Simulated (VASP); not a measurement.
# Li in VASP: relaxation of the atoms with PBEsol

Aim: the relaxation of the atoms of Li with PBEsol.

Program: VASP 6.6.1. These are calculated values, not measurements. Logs are shortened: lines on timing, memory, paths and dates and some standing lists are left out, and cuts for length are marked.

## (1) The cell of the first run

The cell holds a slab with vacuum, 4 atoms: a = 3.053 Å, b = 3.053 Å, c = 23.477 Å, α = 90.00°, β = 90.00°, γ = 90.00°.

## (2) Relaxation of the atoms, PBEsol

Contents of INCAR:

```
  PREC = Accurate
  ENCUT = 520
  EDIFF = 1E-6
  ISMEAR = 0
  SIGMA = 0.1
  LREAL = F
  LASPH = T
  NELM = 80
  ALGO = Normal
  ISIF = 2
  LWAVE = F
  LCHARG = F
  LDIPOL = T
  IDIPOL = 3
  DIPOL = 0.5 0.5 0.500
  GGA = PS
  IBRION = 2
  NSW = 90
  EDIFFG = -0.03
```

Contents of KPOINTS:

```
Automatic mesh
0
Gamma
  9 9 1
```

Contents of POSCAR:

```
Li
1.0
    3.0534023709      0.0000000000      0.0000000000
    0.0000000000      3.0534023709      0.0000000000
    0.0000000000      0.0000000000     23.4772445665
Li
4
Selective dynamics
Direct
    0.5000000000      0.5000000000      0.3620527092  F F F
    0.0000000000      0.0000000000      0.4540175697  F F F
    0.5000000000      0.5000000000      0.5459824303  T T T
    0.0000000000      0.0000000000      0.6379472908  T T T
```

Potentials or basis: VASP PAW PBE potentials, release 64 (Li_sv).

The run is started by

```bash
> cat potpaw_PBE.64/Li_sv/POTCAR > POTCAR
> mpirun -np 1 vasp_std > vasp.out
```

OUTCAR:

```text
PREC = Accurate
   ENCUT = 520
   EDIFF = 1E-6
   ISMEAR = 0
   LREAL = F
   LASPH = T
   NELM = 80
   ISIF = 2
   GGA = PS
   IBRION = 2
   NSW = 90
   EDIFFG = -0.03

 ion  position               nearest neighbor table
   1  0.500  0.500  0.362-
   2  0.000  0.000  0.454-
   3  0.500  0.500  0.546-
   4  0.000  0.000  0.638-

  LATTYP: Found a simple tetragonal cell.
 ALAT       =     3.0534023709
 C/A-ratio  =     7.6888800475

  Lattice vectors:

 A1 = (   3.0534023709,   0.0000000000,   0.0000000000)
 A2 = (   0.0000000000,   3.0534023709,   0.0000000000)
 A3 = (   0.0000000000,   0.0000000000,  23.4772445665)

Analysis of symmetry for initial positions (statically):
=====================================================================
 Subroutine PRICEL returns:
 Original cell was already a primitive cell.

 Routine SETGRP: Setting up the symmetry group for a
 simple tetragonal supercell.

 Subroutine GETGRP returns: Found 16 space group operations
 (whereof  8 operations were pure point group operations)
 out of a pool of 16 trial point group operations.

The static configuration has the point symmetry C_4v.
 The point group associated with its full space group is D_4h.

Analysis of symmetry for dynamics (positions and initial velocities):
=====================================================================
 Subroutine PRICEL returns:
 Original cell was already a primitive cell.

 Routine SETGRP: Setting up the symmetry group for a
 simple tetragonal supercell.

 Subroutine GETGRP returns: Found 16 space group operations
 (whereof  8 operations were pure point group operations)
 out of a pool of 16 trial point group operations.

The dynamic configuration has the point symmetry C_4v.
 The point group associated with its full space group is D_4h.

Analysis of constrained symmetry for selective dynamics:
=====================================================================
 Subroutine PRICEL returns:
 Original cell was already a primitive cell.

 Routine SETGRP: Setting up the symmetry group for a
 simple tetragonal supercell.

 Subroutine GETGRP returns: Found  8 space group operations
 (whereof  8 operations were pure point group operations)
 out of a pool of 16 trial point group operations.

The constrained configuration has the point symmetry C_4v.

 Subroutine INISYM returns: Found  8 space group operations
 (whereof  8 operations are pure point group operations),
 and found     1 'primitive' translations

----------------------------------------------------------------------------------------

                                     Primitive cell

  volume of cell :     218.8846

  direct lattice vectors                    reciprocal lattice vectors
     3.053402371  0.000000000  0.000000000     0.327503512  0.000000000  0.000000000
     0.000000000  3.053402371  0.000000000     0.000000000  0.327503512  0.000000000
     0.000000000  0.000000000 23.477244567     0.000000000  0.000000000  0.042594436

  length of vectors
     3.053402371  3.053402371 23.477244567     0.327503512  0.327503512  0.042594436

  position of ions in fractional coordinates (direct lattice)
     0.500000000  0.500000000  0.362052709
     0.000000000  0.000000000  0.454017570
     0.500000000  0.500000000  0.545982430
     0.000000000  0.000000000  0.637947291

  ion indices of the primitive-cell ions
   primitive index   ion index
                 1           1
                 2           2
                 3           3
                 4           4

----------------------------------------------------------------------------------------

 KPOINTS: Automatic mesh

Automatic generation of k-mesh.
 Grid dimensions read from file:
 generate k-points for:    9    9    1

 Generating k-lattice:

  Cartesian coordinates                     Fractional coordinates (reciprocal lattice)
     0.036389279  0.000000000  0.000000000     0.111111111  0.000000000  0.000000000
     0.000000000  0.036389279  0.000000000     0.000000000  0.111111111  0.000000000
     0.000000000  0.000000000  0.042594436     0.000000000  0.000000000  1.000000000

  Length of vectors
     0.036389279  0.036389279  0.042594436

  Shift w.r.t. Gamma in fractional coordinates (k-lattice)
     0.000000000  0.000000000  0.000000000

 Subroutine IBZKPT returns following result:
 ===========================================

 Found     15 irreducible k-points:

 Following reciprocal coordinates:
            Coordinates               Weight
  0.000000  0.000000  0.000000      1.000000
  0.111111  0.000000  0.000000      4.000000
  0.222222  0.000000  0.000000      4.000000
  0.333333  0.000000  0.000000      4.000000
  0.444444  0.000000  0.000000      4.000000
  0.111111  0.111111  0.000000      4.000000
  0.222222  0.111111  0.000000      8.000000
  0.333333  0.111111  0.000000      8.000000
  0.444444  0.111111  0.000000      8.000000
  0.222222  0.222222  0.000000      4.000000
  0.333333  0.222222  0.000000      8.000000
  0.444444  0.222222  0.000000      8.000000
  0.333333  0.333333  0.000000      4.000000
  0.444444  0.333333  0.000000      8.000000
  0.444444  0.444444  0.000000      4.000000
   k-points           NKPTS =     15   k-points in BZ     NKDIM =     15   number of bands    NBANDS=     10
   number of dos      NEDOS =    301   number of ions     NIONS =      4
   total plane-waves  NPLWV = 103680
   dimension x,y,z NGX =    24 NGY =   24 NGZ =  180
   dimension x,y,z NGXF=    48 NGYF=   48 NGZF=  360
   ions per type =               4
   NGX,Y,Z   is equivalent  to a cutoff of  13.07, 13.07, 12.75 a.u.
   NGXF,Y,Z  is equivalent  to a cutoff of  26.13, 26.13, 25.49 a.u.
 SYSTEM =  unknown system
   PREC   = accura    normal or accurate (medium, high low for compatibility)
   ISTART =      0    job   : 0-new  1-cont  2-samecut
   ICHARG =      2    charge: 1-file 2-atom 10-const
   ISPIN  =      1    spin polarized calculation?
   LNONCOLLINEAR =      F non collinear calculations
   LSORBIT =      F    spin-orbit coupling
   LASPH  =      T    aspherical Exc in radial PAW
   ENCUT  =  520.0 eV  38.22 Ry    6.18 a.u.   5.68  5.68 43.65*2*pi/ulx,y,z
   NELM   =     80;   NELMIN=  2; NELMDL= -5     # of ELM steps
   EDIFF  = 0.1E-05   stopping-criterion for ELM
   LREAL  =      F    real-space projection
   EDIFFG = -.3E-01   stopping-criterion for IOM
   NSW    =     90    number of steps for IOM
   IBRION =      2    ionic relax: 0-MD 1-quasi-New 2-CG
   NFREE  =      1    steps in history (QN), initial steepest desc. (CG)
   ISIF   =      2    stress and relaxation
   ISYM   =      2    0-nonsym 1-usesym 2-fastsym
   POTIM  = 0.5000    time-step for ionic-motion
   TEBEG  =    0.0;   TEEND  =   0.0 temperature during run
   PSTRESS=    0.0 pullay stress
   NELECT =      12.0000    total number of electrons
   NUPDOWN=      -1.0000    fix difference up-down
   EMIN   =  10.00;   EMAX   =-10.00  energy-range for DOS
   EFERMI =   0.00;   METHOD = LEGACY
   ISMEAR =     0;   SIGMA  =   0.10  broadening in eV -4-tet -1-fermi 0-gaus
   EFERMI_NEDOS =   21; number of points for ismear=-14 and -15
   IALGO  =     38    algorithm
   IMIX   =      4    mixing-type and parameters
     AMIX     =   0.40;   BMIX     =  1.00
     AMIX_MAG =   1.60;   BMIX_MAG =  1.00
  volume/ion in A,a.u.               =      54.72       369.28
  Fermi-wavevector in a.u.,A,eV,Ry     =   0.621914  1.175247  5.262417  0.386777
  Thomas-Fermi vector in A             =   1.681586
   LORBIT       =      0    0 simple, 1 ext, 2 COOP (PROOUT), +10 PAW based schemes
   GGA     = PS    functional components
   LHFCALC =     F    Hartree Fock is set to
   AEXX    =    0.0000 exact exchange contribution
   IVDW    =     0    specifies the selected vdW correction
   LEPSILON=     F    determine dielectric tensor
   LRPA    =     F    only Hartree local field effects (RPA)
 conjugate gradient relaxation of ions
 non-spin polarized calculation
 Gauss-broadening in eV      SIGMA  =   0.10
  energy-cutoff  :      520.00
  volume of cell :      218.88
 maximum number of plane-waves:      5934
 NGX is ok and might be reduce to    24
   NGX = 11   NGY = 11   NGZ = 87

 dipolmoment           0.000000      0.000000     -0.000029 electrons x Angstroem

--------------------------------------- Ionic step        1  -------------------------------------------

 number of electron      12.0000032 magnetization

 Free energy of the ion-electron system (eV)
  ---------------------------------------------------
  ext. energy  EPLUGINS =         0.00000000
  ---------------------------------------------------
  free energy    TOTEN  =        -7.30117835 eV

  energy without entropy =       -7.29068010  energy(sigma->0) =       -7.29592923

------------------------ aborting loop because EDIFF is reached ----------------------------------------

  FORCE on cell =-STRESS in cart. coord.  units (eV):
  Direction    XX          YY          ZZ          XY          YZ          ZX
  --------------------------------------------------------------------------------------
  -------------------------------------------------------------------------------------
  Total       -0.3707737     -0.3707737      0.1328105      0.0000000      0.0000000      0.0000000
  in kB       -2.7139653     -2.7139653      0.9721380      0.0000000      0.0000000      0.0000000
  external PRESSURE =      -1.4852642 kB  Pullay stress =       0.0000000 kB
[... 101 lines left out ...]
--------------------------------------- Ionic step        4  -------------------------------------------

 number of electron      12.0000022 magnetization

 dipolmoment           0.000000      0.000000      0.000476 electrons x Angstroem

 Free energy of the ion-electron system (eV)
  ---------------------------------------------------
  ext. energy  EPLUGINS =         0.00000000
  ---------------------------------------------------
  free energy    TOTEN  =        -7.30198076 eV

  energy without entropy =       -7.29143665  energy(sigma->0) =       -7.29670870

 E-fermi :  -1.5814     XC(G=0):  -3.3273

 val. band max:       -1.5831117671   @ k =   0.3333   0.1111   0.0000
 cond. band min:      -1.5455426154   @ k =   0.3333   0.3333   0.0000
 fundamental gap:      0.0375691518
 Fermi energy:        -1.5814008010

 k-point     1 :       0.0000    0.0000    0.0000
  band No.  band energies     occupation
      1     -48.0993      2.00000
      2     -48.0946      2.00000
      3     -47.5240      2.00000
      4     -47.5103      2.00000
      5      -4.9755      2.00000
      6      -4.2471      2.00000
      7      -2.9913      2.00000
      8      -1.6904      1.87680
      9      -0.7303      0.00000
     10       1.3248      0.00000
[... 170 lines left out ...]
 k-point    15 :       0.4444    0.4444    0.0000
  band No.  band energies     occupation
      1     -48.0870      2.00000
      2     -48.0823      2.00000
      3     -47.5077      2.00000
      4     -47.5014      2.00000
      5      -0.3586      0.00000
      6       0.2842      0.00000
      7       0.4404      0.00000
      8       1.1756      0.00000
      9       1.7624      0.00000
     10       2.7567      0.00000

------------------------ aborting loop because EDIFF is reached ----------------------------------------

 vacuum level on the upper side and lower side of the slab       (xc-potential included)        -0.126        -0.076

  FORCE on cell =-STRESS in cart. coord.  units (eV):
  Direction    XX          YY          ZZ          XY          YZ          ZX
  --------------------------------------------------------------------------------------
  -------------------------------------------------------------------------------------
  Total       -0.3710044     -0.3710044      0.1207369      0.0000000      0.0000000      0.0000000
  in kB       -2.7156539     -2.7156539      0.8837623      0.0000000      0.0000000      0.0000000
  external PRESSURE =      -1.5158485 kB  Pullay stress =       0.0000000 kB
[... 19 lines left out ...]
  FREE ENERGIE OF THE ION-ELECTRON SYSTEM (eV)
  ---------------------------------------------------
  free  energy   TOTEN  =        -7.3019807561 eV

  energy  without entropy=       -7.2914366469  energy(sigma->0) =       -7.29670870

 reached required accuracy - stopping structural energy minimisation

 vacuum level on the upper side and lower side of the slab         1.390         1.449
```

It took 74 s on 1 thread of Intel Xeon Platinum 8488C (Sapphire Rapids), shared host; peak memory 0.3 GiB.

What came out:

```
Free energy               : -7.3020 eV
Energy gained by relaxing : 0.2 meV/atom
Ionic steps               : 4
Band gap on the k mesh    : zero (bands 6 and 7 overlap by 3.28 eV)
```

The path:
```csv
step,energy change (eV),largest force on free atoms (eV/Å),pressure (GPa)
1,0.0000,0.0433,-0.15
2,-0.0001,0.0404,-0.15
3,-0.0004,0.0322,-0.15
4,-0.0008,0.0266,-0.15
```

Final structure:
```
Li
1.0
     3.05340    0.00000    0.00000
     0.00000    3.05340    0.00000
     0.00000    0.00000   23.47724
Li
4
Direct
  0.50000 0.50000 0.36205
  0.00000 0.00000 0.45402
  0.50000 0.50000 0.54687
  0.00000 0.00000 0.63829
```

Caveat: the cutoff is under 1.25 times the usual one of these potentials, so pressure, stress and relaxed cells hold a basis-set (Pulay) error; the PAW data sets were made with another functional, which shifts forces and pressure a little.
